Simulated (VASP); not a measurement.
# Ni (Fm-3m) in VASP: notebook

Ni is run at these levels: PBE; tasks: single point.

Everything below comes from runs of VASP 6.6.1. Logs are shortened: lines on timing, memory, paths and dates and some standing lists are left out, and cuts for length are marked.

## 1. The cell of the first run

The structure is cubic, space group Fm-3m (No. 225). Conventional cell: a = 3.532 Å, b = 3.532 Å, c = 3.532 Å, α = 90.00°, β = 90.00°, γ = 90.00°. Within 3.3 Å of Ni (site symmetry m-3m) lie 12 Ni at 2.50 Å.

## 2. Single point, PBE, collinear spin, ferromagnetic start

File INCAR:

```
PREC = Accurate ; ENCUT = 600
EDIFF = 1E-6 ; ISMEAR = -1
SIGMA = 0.1 ; LREAL = F
LASPH = T ; NELM = 200
ALGO = Normal ; ISIF = 2
LWAVE = F ; LCHARG = F
ISPIN = 2 ; MAGMOM = 2
LORBIT = 11 ; LMAXMIX = 4
GGA = PE ; NBANDS = 15
GGA_COMPAT = F
```

File KPOINTS:

```
regular mesh
0
Gamma
  14 14 14
```

File POSCAR:

```
Ni
1.0
    0.0000000000      1.7659500000      1.7659500000
    1.7659500000      0.0000000000      1.7659500000
    1.7659500000      1.7659500000      0.0000000000
Ni
1
Direct
    0.0000000000      0.0000000000      0.0000000000
```

Potentials or basis: VASP PAW PBE potentials, release 64 (Ni).

Run with:

```bash
$ cat potpaw_PBE.64/Ni/POTCAR > POTCAR
$ mpirun -np 1 vasp_std > vasp.out
```

OUTCAR:

```text
PREC = Accurate
   ENCUT = 600
   EDIFF = 1E-6
   ISMEAR = -1
   LREAL = F
   LASPH = T
   NELM = 200
   ISIF = 2
   ISPIN = 2
   LORBIT = 11
   GGA = PE

 ion  position               nearest neighbor table
   1  0.000  0.000  0.000-

  LATTYP: Found a face centered cubic cell.
 ALAT       =     3.5319000000

  Lattice vectors:

 A1 = (   0.0000000000,   1.7659500000,   1.7659500000)
 A2 = (   1.7659500000,   0.0000000000,   1.7659500000)
 A3 = (   1.7659500000,   1.7659500000,   0.0000000000)

Analysis of symmetry for initial positions (statically):
=====================================================================
 Subroutine PRICEL returns:
 Original cell was already a primitive cell.

 Routine SETGRP: Setting up the symmetry group for a
 face centered cubic supercell.

 Subroutine GETGRP returns: Found 48 space group operations
 (whereof 48 operations were pure point group operations)
 out of a pool of 48 trial point group operations.

The static configuration has the point symmetry O_h .

Analysis of symmetry for dynamics (positions and initial velocities):
=====================================================================
 Subroutine PRICEL returns:
 Original cell was already a primitive cell.

 Routine SETGRP: Setting up the symmetry group for a
 face centered cubic supercell.

 Subroutine GETGRP returns: Found 48 space group operations
 (whereof 48 operations were pure point group operations)
 out of a pool of 48 trial point group operations.

The dynamic configuration has the point symmetry O_h .

Analysis of structural, dynamic, and magnetic symmetry:
=====================================================================
 Subroutine PRICEL returns:
 Original cell was already a primitive cell.

 Routine SETGRP: Setting up the symmetry group for a
 face centered cubic supercell.

 Subroutine GETGRP returns: Found 48 space group operations
 (whereof 48 operations were pure point group operations)
 out of a pool of 48 trial point group operations.

The overall configuration has the point symmetry O_h .

 Subroutine INISYM returns: Found 48 space group operations
 (whereof 48 operations are pure point group operations),
 and found     1 'primitive' translations

----------------------------------------------------------------------------------------

                                     Primitive cell

  volume of cell :      11.0145

  direct lattice vectors                    reciprocal lattice vectors
     0.000000000  1.765950000  1.765950000    -0.283133724  0.283133724  0.283133724
     1.765950000  0.000000000  1.765950000     0.283133724 -0.283133724  0.283133724
     1.765950000  1.765950000  0.000000000     0.283133724  0.283133724 -0.283133724

  length of vectors
     2.497430440  2.497430440  2.497430440     0.490401995  0.490401995  0.490401995

  position of ions in fractional coordinates (direct lattice)
[... 118 lines left out ...]
  ext. energy  EPLUGINS =         0.00000000
  ---------------------------------------------------
  free energy    TOTEN  =        -5.49623732 eV

  energy without entropy =       -5.43909825  energy(sigma->0) =       -5.46766778

 E-fermi :   9.1879     XC(G=0): -13.1828

 val. band max:        9.1877808263   @ k =  -0.3571   0.2143   0.0714
 cond. band min:       9.1940546335   @ k =   0.3571   0.2143   0.0000
 fundamental gap:      0.0062738072
 Fermi energy:         9.1879333842

 spin component 1

 k-point     1 :       0.0000    0.0000    0.0000
  band No.  band energies     occupation
      1       0.2793      1.00000
      2       6.8242      1.00000
      3       6.8242      1.00000
      4       6.8242      1.00000
      5       7.9645      1.00000
      6       7.9645      1.00000
      7      32.8235      0.00000
      8      36.5855      0.00000
      9      36.5855      0.00000
     10      36.5855      0.00000
     11      39.4919      0.00000
     12      39.4919      0.00000
     13      39.4919      0.00000
     14      42.4780      0.00000
[... 403 lines left out ...]
      4       7.3126      1.00000
      5       7.9287      1.00000
      6       8.2898      0.99987
      7      24.5975      0.00000
      8      30.0656      0.00000
      9      30.8457      0.00000
     10      33.4471      0.00000
     11      38.4129      0.00000
     12      42.4974      0.00000
     13      44.4460      0.00000
     14      46.5562      0.00000
     15      50.9438      0.00000

 [... further k-points ...]

 spin component 2

 k-point     1 :       0.0000    0.0000    0.0000
  band No.  band energies     occupation
      1       0.2421      1.00000
      2       7.5390      1.00000
      3       7.5390      1.00000
      4       7.5390      1.00000
      5       8.5423      0.99843
      6       8.5423      0.99843
      7      32.6589      0.00000
      8      36.5696      0.00000
      9      36.5696      0.00000
     10      36.5696      0.00000
     11      39.5823      0.00000
     12      39.5823      0.00000
     13      39.5823      0.00000
     14      42.3509      0.00000
[... 403 lines left out ...]
      4       8.0018      0.99999
      5       8.5796      0.99772
      6       8.9244      0.93310
      7      24.7078      0.00000
      8      30.1426      0.00000
      9      30.8048      0.00000
     10      33.5066      0.00000
     11      38.5247      0.00000
     12      42.4569      0.00000
     13      44.4165      0.00000
     14      46.5599      0.00000
     15      51.0333      0.00000

 [... further k-points ...]
[... 5 lines left out ...]
  --------------------------------------------------------------------------------------
  -------------------------------------------------------------------------------------
  Total       -0.1301611     -0.1301611     -0.1301611      0.0000000      0.0000000      0.0000000
  in kB      -18.9333084    -18.9333084    -18.9333084      0.0000000      0.0000000      0.0000000
  external PRESSURE =     -18.9333084 kB  Pullay stress =       0.0000000 kB

 VOLUME and BASIS-vectors are now :
 -----------------------------------------------------------------------------
  energy-cutoff  :      600.00
  volume of cell :       11.01
      direct lattice vectors                 reciprocal lattice vectors
     0.000000000  1.765950000  1.765950000    -0.283133724  0.283133724  0.283133724
     1.765950000  0.000000000  1.765950000     0.283133724 -0.283133724  0.283133724
     1.765950000  1.765950000  0.000000000     0.283133724  0.283133724 -0.283133724

 POSITION                                       TOTAL-FORCE (eV/Angst)
 -----------------------------------------------------------------------------------
      0.00000      0.00000      0.00000         0.000000     -0.000000      0.000000
 -----------------------------------------------------------------------------------
    total drift:                                0.000000      0.000000      0.000000

  FREE ENERGIE OF THE ION-ELECTRON SYSTEM (eV)
  ---------------------------------------------------
  free  energy   TOTEN  =        -5.4962373178 eV

  energy  without entropy=       -5.4390982456  energy(sigma->0) =       -5.46766778

 total charge

# of ion       s       p       d       tot
------------------------------------------
    1        0.492   0.487   8.310   9.288

 magnetization (x)

# of ion       s       p       d       tot
------------------------------------------
    1       -0.007  -0.025   0.645   0.613
```

OSZICAR:

```text
N       E                     dE             d eps       ncg     rms          rms(c)
DAV:   1     0.366243115775E+02    0.36624E+02   -0.48731E+03  6580   0.102E+03
DAV:   2    -0.470417415247E+01   -0.41328E+02   -0.38209E+02  7157   0.174E+02
DAV:   3    -0.633191699550E+01   -0.16277E+01   -0.16135E+01  7528   0.333E+01
DAV:   4    -0.634217379992E+01   -0.10257E-01   -0.10255E-01  7655   0.253E+00
DAV:   5    -0.634230302002E+01   -0.12922E-03   -0.12922E-03  7768   0.256E-01    0.110E+01
DAV:   6    -0.588092806336E+01    0.46137E+00   -0.13242E+01  9005   0.420E+01    0.641E+00
DAV:   7    -0.551069344619E+01    0.37023E+00   -0.26727E+00  8327   0.162E+01    0.175E+00
DAV:   8    -0.550008164332E+01    0.10612E-01   -0.22648E-02  7405   0.928E-01    0.953E-01
DAV:   9    -0.549715982353E+01    0.29218E-02   -0.16540E-03  9787   0.246E-01    0.340E-01
DAV:  10    -0.549622836850E+01    0.93146E-03   -0.14409E-03  9350   0.227E-01    0.452E-02
DAV:  11    -0.549623648244E+01   -0.81139E-05   -0.20045E-05  7651   0.318E-02    0.262E-02
DAV:  12    -0.549623731782E+01   -0.83538E-06   -0.68127E-06  7867   0.206E-02
   1 F= -.54962373E+01 E0= -.54676678E+01  d E =-.571391E-01  mag=     0.6006
```

Wall time 16 s (1 thread of Intel Xeon 6975P-C (Granite Rapids), shared host); peak memory 0.15 GiB.

What came out:

```yaml
Free_energy: -5.4962 eV
Pressure: -1.9 GPa
Net_moment: 0.60 μB per cell
Site_moments: Ni +0.61 μB
Valence_electrons_inside_the_program's_atomic_spheres: Ni 9.29
```

Levels at points of the mesh, in eV from the Fermi level:
Spin up:
| k point | band 3 | band 4 | band 5 | band 6 | band 7 | band 8 |
| --- | --- | --- | --- | --- | --- | --- |
| (0.00, 0.00, 0.00) | -2.36 | -2.36 | -1.22 | -1.22 | 23.64 | 27.40 |
| (0.50, 0.00, 0.00) | -2.35 | -0.57 | -0.57 | -0.25 | 5.60 | 22.13 |
| (0.50, 0.50, 0.00) | -0.53 | -0.44 | -0.44 | 2.46 | 9.13 | 14.73 |
Spin down:
```tsv
k point	band 2	band 3	band 4	band 5	band 6	band 7	band 8	band 9
(0.00, 0.00, 0.00)	-1.65	-1.65	-1.65	-0.65	-0.65	23.47	27.38	27.38
(0.50, 0.00, 0.00)	-1.76	-1.76	-0.32	0.15	0.15	6.00	21.98	24.56
(0.50, 0.50, 0.00)	-3.51	0.07	0.38	0.38	2.41	9.36	14.73	14.73
```

[end of part 1 of 2]
